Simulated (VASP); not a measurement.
# Sb (R-3m) in VASP: notebook

The runs below take Sb through single point, relaxation of cell and atoms, with RPBE, LDA, PBE0.

All numbers are computed with VASP 6.6.1; they aren't measurements. Logs are shortened: lines on timing, memory, paths and dates and some standing lists are left out, and cuts for length are marked.

## Step 1: The cell of the first run

The structure is trigonal, space group R-3m (No. 166). Conventional cell: a = 4.308 Å, b = 4.308 Å, c = 11.274 Å, α = 90.00°, β = 90.00°, γ = 120.00°. Within 3.8 Å of Sb (site symmetry 3m) lie 6 Sb at 2.91 to 3.35 Å.

## Step 2: Single point, RPBE

INCAR

```
SYSTEM = Sb
  PREC = Accurate
  ENCUT = 520
  EDIFF = 1E-6
  ISMEAR = -1
  SIGMA = 0.05
  LREAL = .False.
  LASPH = .True.
  NELM = 80
  ALGO = Normal
  ISIF = 2
  LWAVE = .False.
  LCHARG = .False.
  GGA = RP
  NBANDS = 12
```

KPOINTS

```
regular mesh
0
Gamma
  8 8 8
  0 0 0
```

POSCAR

```
Sb
1.0
    2.1542000000      1.2437279499      3.7580000000
   -2.1542000000      1.2437279499      3.7580000000
    0.0000000000     -2.4874558998      3.7580000000
Sb
2
Direct
    0.7665100000      0.7665100000      0.7665100000
    0.2334900000      0.2334900000      0.2334900000
```

Potentials or basis: VASP PAW PBE potentials, release 64 (Sb).

Command:

```bash
$ cat potpaw_PBE.64/Sb/POTCAR > POTCAR
$ mpirun -np 1 vasp_std > vasp.out
```

OUTCAR:

```text
SYSTEM = Sb
   PREC = Accurate
   ENCUT = 520
   EDIFF = 1E-6
   ISMEAR = -1
   LREAL = .False.
   LASPH = .True.
   NELM = 80
   ISIF = 2
   GGA = RP

 ion  position               nearest neighbor table
   1  0.767  0.767  0.767-   2 2.91   2 2.91   2 2.91   2 3.35   2 3.35   2 3.35
   2  0.233  0.233  0.233-   1 2.91   1 2.91   1 2.91   1 3.35   1 3.35   1 3.35

  LATTYP: Found a trigonal (rhomboedric) cell.
 ALAT       =     4.5066618304
 COS(alpha) =     0.5430253624

  Lattice vectors:

 A1 = (   2.1542000000,   1.2437279499,   3.7580000000)
 A2 = (  -2.1542000000,   1.2437279499,   3.7580000000)
 A3 = (   0.0000000000,  -2.4874558998,   3.7580000000)

Analysis of symmetry for initial positions (statically):
=====================================================================
 Subroutine PRICEL returns:
 Original cell was already a primitive cell.

 Routine SETGRP: Setting up the symmetry group for a
 trigonal (rhombohedral) supercell.

 Subroutine GETGRP returns: Found 12 space group operations
 (whereof 12 operations were pure point group operations)
 out of a pool of 12 trial point group operations.

The static configuration has the point symmetry D_3d.

Analysis of symmetry for dynamics (positions and initial velocities):
=====================================================================
 Subroutine PRICEL returns:
 Original cell was already a primitive cell.

 Routine SETGRP: Setting up the symmetry group for a
 trigonal (rhombohedral) supercell.

 Subroutine GETGRP returns: Found 12 space group operations
 (whereof 12 operations were pure point group operations)
 out of a pool of 12 trial point group operations.

The dynamic configuration has the point symmetry D_3d.

 Subroutine INISYM returns: Found 12 space group operations
 (whereof 12 operations are pure point group operations),
 and found     1 'primitive' translations

----------------------------------------------------------------------------------------

                                     Primitive cell

  volume of cell :      60.4115

  direct lattice vectors                    reciprocal lattice vectors
     2.154200000  1.243727950  3.758000000     0.232104726  0.134005726  0.088699663
    -2.154200000  1.243727950  3.758000000    -0.232104726  0.134005726  0.088699663
     0.000000000 -2.487455900  3.758000000     0.000000000 -0.268011452  0.088699663

  length of vectors
     4.506661830  4.506661830  4.506661830     0.282307932  0.282307932  0.282307932

  position of ions in fractional coordinates (direct lattice)
     0.766510000  0.766510000  0.766510000
     0.233490000  0.233490000  0.233490000

  ion indices of the primitive-cell ions
   primitive index   ion index
                 1           1
                 2           2

----------------------------------------------------------------------------------------

 KPOINTS: regular mesh

Automatic generation of k-mesh.
 Grid dimensions read from file:
 generate k-points for:    8    8    8

 Generating k-lattice:

  Cartesian coordinates                     Fractional coordinates (reciprocal lattice)
     0.029013091  0.016750716  0.011087458     0.125000000  0.000000000  0.000000000
    -0.029013091  0.016750716  0.011087458     0.000000000  0.125000000  0.000000000
     0.000000000 -0.033501431  0.011087458     0.000000000  0.000000000  0.125000000

  Length of vectors
     0.035288491  0.035288491  0.035288491

  Shift w.r.t. Gamma in fractional coordinates (k-lattice)
     0.000000000  0.000000000  0.000000000

 Subroutine IBZKPT returns following result:
 ===========================================

 Found     65 irreducible k-points:

 Following reciprocal coordinates:
            Coordinates               Weight
  0.000000  0.000000  0.000000      1.000000
  0.125000 -0.000000  0.000000      6.000000
  0.250000 -0.000000  0.000000      6.000000
  0.375000 -0.000000 -0.000000      6.000000
  0.500000 -0.000000  0.000000      3.000000
  0.125000  0.125000  0.000000      6.000000
[... 16 lines left out ...]
  0.250000  0.125000  0.125000      6.000000
  0.375000  0.125000  0.125000      6.000000
 [... further k-points ...]
   k-points           NKPTS =     65   k-points in BZ     NKDIM =     65   number of bands    NBANDS=     12
   number of dos      NEDOS =    301   number of ions     NIONS =      2
   total plane-waves  NPLWV =  46656
   dimension x,y,z NGX =    36 NGY =   36 NGZ =   36
   dimension x,y,z NGXF=    72 NGYF=   72 NGZF=   72
   ions per type =               2
   NGX,Y,Z   is equivalent  to a cutoff of  13.28, 13.28, 13.28 a.u.
   NGXF,Y,Z  is equivalent  to a cutoff of  26.56, 26.56, 26.56 a.u.
 SYSTEM =  Sb
   PREC   = accura    normal or accurate (medium, high low for compatibility)
   ISTART =      0    job   : 0-new  1-cont  2-samecut
   ICHARG =      2    charge: 1-file 2-atom 10-const
   ISPIN  =      1    spin polarized calculation?
   LNONCOLLINEAR =      F non collinear calculations
   LSORBIT =      F    spin-orbit coupling
   LASPH  =      T    aspherical Exc in radial PAW
   ENCUT  =  520.0 eV  38.22 Ry    6.18 a.u.   8.38  8.38  8.38*2*pi/ulx,y,z
   NELM   =     80;   NELMIN=  2; NELMDL= -5     # of ELM steps
   EDIFF  = 0.1E-05   stopping-criterion for ELM
   LREAL  =      F    real-space projection
   EDIFFG = 0.1E-04   stopping-criterion for IOM
   NSW    =      0    number of steps for IOM
   IBRION =     -1    ionic relax: 0-MD 1-quasi-New 2-CG
   NFREE  =      0    steps in history (QN), initial steepest desc. (CG)
   ISIF   =      2    stress and relaxation
   ISYM   =      2    0-nonsym 1-usesym 2-fastsym
   POTIM  = 0.5000    time-step for ionic-motion
   TEBEG  =    0.0;   TEEND  =   0.0 temperature during run
   PSTRESS=    0.0 pullay stress
   NELECT =      10.0000    total number of electrons
   NUPDOWN=      -1.0000    fix difference up-down
   EMIN   =  10.00;   EMAX   =-10.00  energy-range for DOS
   EFERMI =   0.00;   METHOD = LEGACY
   ISMEAR =    -1;   SIGMA  =   0.05  broadening in eV -4-tet -1-fermi 0-gaus
   EFERMI_NEDOS =   21; number of points for ismear=-14 and -15
   IALGO  =     38    algorithm
   IMIX   =      4    mixing-type and parameters
     AMIX     =   0.40;   BMIX     =  1.00
     AMIX_MAG =   1.60;   BMIX_MAG =  1.00
  volume/ion in A,a.u.               =      30.21       203.84
  Fermi-wavevector in a.u.,A,eV,Ry     =   0.898880  1.698637 10.993305  0.807985
  Thomas-Fermi vector in A             =   2.021644
   LORBIT       =      0    0 simple, 1 ext, 2 COOP (PROOUT), +10 PAW based schemes
   GGA     = RP    functional components
   LHFCALC =     F    Hartree Fock is set to
   AEXX    =    0.0000 exact exchange contribution
   IVDW    =     0    specifies the selected vdW correction
   LEPSILON=     F    determine dielectric tensor
   LRPA    =     F    only Hartree local field effects (RPA)
 non-spin polarized calculation
  energy-cutoff  :      520.00
  volume of cell :       60.41
 maximum number of plane-waves:      1638
 NGX is ok and might be reduce to    36
   NGX = 17   NGY = 17   NGZ = 17

 number of electron      10.0000000 magnetization

 Free energy of the ion-electron system (eV)
  ---------------------------------------------------
  ext. energy  EPLUGINS =         0.00000000
  ---------------------------------------------------
  free energy    TOTEN  =        -7.50618342 eV

  energy without entropy =       -7.50321998  energy(sigma->0) =       -7.50470170

 E-fermi :   7.4975     XC(G=0):  -9.4568

 val. band max:        7.4670735938   @ k =   0.3750   0.2500   0.2500
 cond. band min:       7.5034692303   @ k =   0.3750   0.1250   0.1250
 fundamental gap:      0.0363956364
 Fermi energy:         7.4975017802

 k-point     1 :       0.0000    0.0000    0.0000
  band No.  band energies     occupation
      1      -5.3209      2.00000
      2       2.6401      2.00000
      3       5.3208      2.00000
      4       5.5813      2.00000
      5       5.5813      2.00000
      6       9.4521      0.00000
      7      10.0909      0.00000
      8      10.0909      0.00000
      9      12.4668      0.00000
     10      12.4668      0.00000
     11      12.6393      0.00000
     12      14.0408      0.00000

 k-point     2 :       0.1250   -0.0000    0.0000
  band No.  band energies     occupation
      1      -5.1483      2.00000
      2       1.8979      2.00000
      3       5.3598      2.00000
      4       5.5401      2.00000
      5       5.8678      2.00000
      6       9.3521      0.00000
      7       9.6636      0.00000
      8       9.6946      0.00000
      9      11.9545      0.00000
     10      12.3883      0.00000
     11      12.5507      0.00000
     12      15.0858      0.00000

 k-point     3 :       0.2500   -0.0000    0.0000
  band No.  band energies     occupation
      1      -4.6358      2.00000
      2       0.4225      2.00000
      3       5.3783      2.00000
      4       5.4671      2.00000
      5       6.3265      2.00000
      6       8.6586      0.00000
      7       8.7840      0.00000
      8       8.8592      0.00000
      9      12.3298      0.00000
     10      12.8798      0.00000
     11      13.3826      0.00000
     12      17.1367      0.00000

 k-point     4 :       0.3750   -0.0000   -0.0000
  band No.  band energies     occupation
      1      -3.8067      2.00000
      2      -1.1238      2.00000
      3       5.4326      2.00000
      4       5.4768      2.00000
      5       6.7036      2.00000
      6       7.8185      0.00325
      7       7.9538      0.00022
      8       8.1650      0.00000
      9      13.5303      0.00000
     10      14.3954      0.00000
     11      14.8614      0.00000
     12      17.3867      0.00000

 k-point     5 :       0.5000   -0.0000    0.0000
  band No.  band energies     occupation
      1      -2.9615      2.00000
      2      -2.2261      2.00000
      3       5.4312      2.00000
      4       5.5590      2.00000
      5       7.1071      1.99919
      6       7.2085      1.99385
      7       7.6096      0.19197
      8       7.9008      0.00063
      9      14.9976      0.00000
     10      15.5823      0.00000
     11      16.4470      0.00000
     12      16.5049      0.00000
[... 228 lines left out ...]
      1      -2.9554      2.00000
      2      -0.5926      2.00000
      3       1.9679      2.00000
      4       3.6340      2.00000
      5       3.7201      2.00000
      6       8.9309      0.00000
      7      12.3494      0.00000
      8      12.9365      0.00000
      9      14.3634      0.00000
     10      16.0371      0.00000
     11      17.4570      0.00000
     12      17.8693      0.00000

 k-point    22 :       0.1250    0.1250    0.1250
  band No.  band energies     occupation
      1      -5.1800      2.00000
      2       1.8218      2.00000
      3       5.6148      2.00000
      4       5.6148      2.00000
      5       5.8822      2.00000
      6       9.3666      0.00000
      7       9.6115      0.00000
      8       9.6115      0.00000
      9      12.2716      0.00000
     10      12.6598      0.00000
     11      12.6598      0.00000
     12      14.8317      0.00000

 k-point    23 :       0.2500    0.1250    0.1250
  band No.  band energies     occupation
      1      -4.9168      2.00000
      2       1.0776      2.00000
      3       4.6069      2.00000
      4       5.9223      2.00000
      5       6.8509      2.00000
      6       8.5620      0.00000
      7       8.6154      0.00000
      8      10.3607      0.00000
      9      12.1688      0.00000
     10      12.6100      0.00000
     11      13.4381      0.00000
     12      14.8286      0.00000

 k-point    24 :       0.3750    0.1250    0.1250
  band No.  band energies     occupation
      1      -4.3222      2.00000
      2      -0.1250      2.00000
      3       4.0162      2.00000
      4       5.8416      2.00000
      5       7.5035      0.94040
      6       7.5892      0.27554
      7       8.0667      0.00002
      8      10.4459      0.00000
      9      12.4018      0.00000
     10      13.3243      0.00000
     11      14.5717      0.00000
     12      16.3294      0.00000

 [... further k-points ...]

------------------------ aborting loop because EDIFF is reached ----------------------------------------

  FORCE on cell =-STRESS in cart. coord.  units (eV):
  Direction    XX          YY          ZZ          XY          YZ          ZX
  --------------------------------------------------------------------------------------
  -------------------------------------------------------------------------------------
  Total        1.6069506      1.6069506      1.3828119      0.0000000      0.0000000      0.0000000
  in kB       42.6180593     42.6180593     36.6736605      0.0000000      0.0000000      0.0000000
  external PRESSURE =      40.6365931 kB  Pullay stress =       0.0000000 kB

 VOLUME and BASIS-vectors are now :
 -----------------------------------------------------------------------------
  energy-cutoff  :      520.00
  volume of cell :       60.41
      direct lattice vectors                 reciprocal lattice vectors
     2.154200000  1.243727950  3.758000000     0.232104726  0.134005726  0.088699663
    -2.154200000  1.243727950  3.758000000    -0.232104726  0.134005726  0.088699663
     0.000000000 -2.487455900  3.758000000     0.000000000 -0.268011452  0.088699663

 POSITION                                       TOTAL-FORCE (eV/Angst)
 -----------------------------------------------------------------------------------
      0.00000      0.00000      8.64163         0.000000      0.000000     -0.227454
      0.00000      0.00000      2.63237         0.000000      0.000000      0.227454
 -----------------------------------------------------------------------------------
    total drift:                                0.000000     -0.000000     -0.000000

  FREE ENERGIE OF THE ION-ELECTRON SYSTEM (eV)
  ---------------------------------------------------
  free  energy   TOTEN  =        -7.5061834176 eV

  energy  without entropy=       -7.5032199792  energy(sigma->0) =       -7.50470170
```

Wall time 63 s (1 thread of Intel Xeon 8259CL, shared host); peak memory 0.22 GiB.

What came out:

| Property | Result |
| --- | --- |
| Free energy | -7.5062 eV |
| Pressure | 4.1 GPa |
| Largest force | 0.227 eV/Å |
| Band gap on the k mesh | zero (bands 5 and 6 overlap by 0.29 eV) |

Forces on the atoms (eV/Å):
```
Sb   0.000  0.000 -0.227
Sb   0.000  0.000  0.227
```

Stress tensor (GPa, compression positive):
```
4.26 0.00 0.00
0.00 4.26 0.00
0.00 0.00 3.67
```

Caveat: the cell stands under pressure; the PAW data sets were made with another functional, which shifts forces and pressure a little; spin-orbit coupling is left out, which moves the levels of the heavy elements.

## Step 3: Relaxation of cell and atoms, LDA

INCAR

```
SYSTEM = Sb
ALGO = Normal
EDIFF = 1E-7
EDIFFG = -0.005
ENCUT = 600
IBRION = 2
ISIF = 3
ISMEAR = -1
LASPH = .TRUE.
LCHARG = .FALSE.
LREAL = .FALSE.
LWAVE = .FALSE.
NELM = 60
NSW = 80
PREC = Accurate
SIGMA = 0.05
```

KPOINTS

```
k-points
0
G
  8 8 8
  0 0 0
```

POSCAR is that of step 2.

Potentials or basis: VASP PAW LDA potentials, release 64 (Sb).

Command:

```bash
$ cat potpaw_LDA.64/Sb/POTCAR > POTCAR
$ mpirun -np 1 vasp_std > vasp.out
```

Wall time 3.4 min (1 thread of Intel Xeon 8259CL, shared host); peak memory 0.19 GiB.

The run converged. Its results:

| Item | Value |
| --- | --- |
| Free energy | -9.6360 eV |
| Relaxed volume | 29.27 Å³/atom |
| Relaxed cell | a = 4.416 Å, b = 4.416 Å, c = 4.416 Å, α = 58.31°, β = 58.31°, γ = 58.31° |
| Space group after relaxing (to 0.1 Å) | R-3m (No. 166) |
| Energy gained by relaxing | 5.1 meV/atom |
| Ionic steps | 8 |
| Pressure after relaxing | 0.0 GPa |
| Band gap on the k mesh | zero (bands 5 and 6 overlap by 0.23 eV) |

The path:
```tsv
step	energy change (eV)	largest force (eV/Å)	pressure (GPa)	volume (Å³)
1	0.0000	0.0765	-0.93	60.41
2	-0.0042	0.1819	0.45	58.89
3	-0.0043	0.1648	0.22	59.13
4	-0.0076	0.1047	0.17	58.88
5	-0.0100	0.0030	0.14	58.40
6	-0.0100	0.0147	-0.17	58.70
7	-0.0101	0.0050	-0.01	58.54
8	-0.0101	0.0016	0.00	58.54
```

Final structure:
```
Sb
1.0
     2.15145    1.24214    3.65083
    -2.15145    1.24214    3.65083
     0.00000   -2.48428    3.65083
Sb
2
Direct
  0.76393 0.76393 0.76393
  0.23607 0.23607 0.23607
```

Levels at points of the mesh, in eV from the Fermi level:
```csv
k point,band 1,band 2,band 3,band 4,band 5,band 6,band 7,band 8,band 9
"(0.00, 0.00, 0.00)",-12.91,-4.71,-1.99,-1.88,-1.88,2.33,2.82,2.82,4.90
"(0.50, 0.00, 0.00)",-10.45,-9.84,-1.79,-1.60,-0.33,-0.20,0.22,0.25,7.86
"(0.50, 0.50, 0.00)",-10.45,-7.96,-5.68,-3.84,-3.82,1.56,5.10,5.49,7.19
"(0.50, 0.50, 0.50)",-11.12,-9.26,-1.30,-1.30,-0.51,-0.10,-0.10,0.92,7.31
```

Caveat: spin-orbit coupling is left out, which moves the levels of the heavy elements.

## Step 4: Single point, PBE0

This run uses another cell than the first one, of 30.81 Å³/atom.

POSCAR

```
Sb
1.0
    2.1684666409      1.2519647989      3.7828881425
   -2.1684666409      1.2519647989      3.7828881425
    0.0000000000     -2.5039295978      3.7828881425
Sb
2
Direct
    0.7665100000      0.7665100000      0.7665100000
    0.2334900000      0.2334900000      0.2334900000
```

INCAR.step1

```
ALGO = Normal ; EDIFF = 1E-5
ENCUT = 520 ; GGA = PE
ISIF = 2 ; ISMEAR = -1
LASPH = True ; LCHARG = False
LREAL = False ; LWAVE = True
NBANDS = 12 ; NELM = 100
PREC = Accurate ; SIGMA = 0.05
```

INCAR.step2

```
AEXX = 0.25 ; ALGO = Normal
EDIFF = 1E-6 ; ENCUT = 520
GGA = PE ; ISIF = 2
ISMEAR = -1 ; ISTART = 1
LASPH = True ; LCHARG = False
LHFCALC = True ; LREAL = False
LWAVE = False ; NBANDS = 12
NELM = 100 ; PREC = Accurate
PRECFOCK = Normal ; SIGMA = 0.05
```

KPOINTS

```
k-points
0
Gamma
  4 4 4
```

Potentials or basis: VASP PAW PBE potentials, release 64 (Sb).

Command:

```bash
$ cat potpaw_PBE.64/Sb/POTCAR > POTCAR
$ cp INCAR.step1 INCAR
$ mpirun -np 1 vasp_std > vasp.out
$ cp INCAR.step2 INCAR
$ mpirun -np 1 vasp_std > vasp.out
```

Wall time 24 min (1 thread of Intel Xeon 8259CL, shared host); peak memory 0.21 GiB.

It converged, with:

```
Free energy            : -11.3590 eV
Pressure               : -1.5 GPa
Largest force          : 0.557 eV/Å
Band gap on the k mesh : 0.95 eV (least direct gap 1.03 eV)
```

Forces on the atoms (eV/Å):
```
Sb   0.000  0.000  0.557
Sb   0.000  0.000 -0.557
```

Stress tensor (GPa, compression positive):
```
-1.44  0.00  0.00
 0.00 -1.44  0.00
 0.00  0.00 -1.69
```

Levels at points of the mesh, in eV from the valence-band top:
| k point | band 2 | band 3 | band 4 | band 5 | band 6 | band 7 | band 8 | band 9 |
| --- | --- | --- | --- | --- | --- | --- | --- | --- |
| (0.00, 0.00, 0.00) | -5.01 | -2.09 | -1.80 | -1.80 | 3.44 | 4.15 | 4.15 | 6.61 |
| (0.50, 0.00, 0.00) | -10.41 | -1.95 | -1.81 | -0.08 | 0.95 | 1.39 | 1.69 | 9.26 |
| (0.50, 0.50, 0.00) | -8.59 | -5.80 | -3.95 | -3.83 | 2.86 | 6.56 | 7.16 | 8.68 |
| (0.50, 0.50, 0.50) | -9.71 | -1.26 | -1.26 | 0.00 | 1.27 | 1.27 | 2.16 | 8.67 |

Caveat: the k points lie up to 0.44 Å⁻¹ apart; the PAW data sets were made with another functional, which shifts forces and pressure a little; spin-orbit coupling is left out, which moves the levels of the heavy elements. A k mesh can miss the band edges.

## Step 5: Overview

| task | level | potentials or basis | cell | k mesh | cutoff (eV) | grid for exact exchange (PRECFOCK) | share of exact exchange | gap on the mesh (eV) | pressure (GPa) | largest force (eV/Å) |
| --- | --- | --- | --- | --- | --- | --- | --- | --- | --- | --- |
| single point | RPBE | VASP PAW PBE potentials, release 64 (Sb) | a = 4.507 Å, angles 57.1°, 2 atoms | 8 × 8 × 8 | 520 | - | - | none | 4.1 | 0.23 |
| relaxation of cell and atoms | LDA | VASP PAW LDA potentials, release 64 (Sb) | relaxed from a = 4.507 Å, angles 57.1°, 2 atoms | 8 × 8 × 8 | 600 | - | - | none | 0.0 | - |
| single point | PBE0 | VASP PAW PBE potentials, release 64 (Sb) | a = 4.537 Å, angles 57.1°, 2 atoms | 4 × 4 × 4 | 520 | Normal | 0.25 | 0.95 | -1.5 | 0.56 |

Alike in all rows: no spin polarisation; smearing fermi-dirac 0.05 eV.

Caveats: some runs use coarse meshes; spin-orbit coupling is left out, which moves the levels of the heavy elements; the PAW data sets were made with another functional, which shifts forces and pressure a little (at least some runs); the cell stands under pressure (at least some runs).

Absolute energies hang on the potentials; compare differences alone.
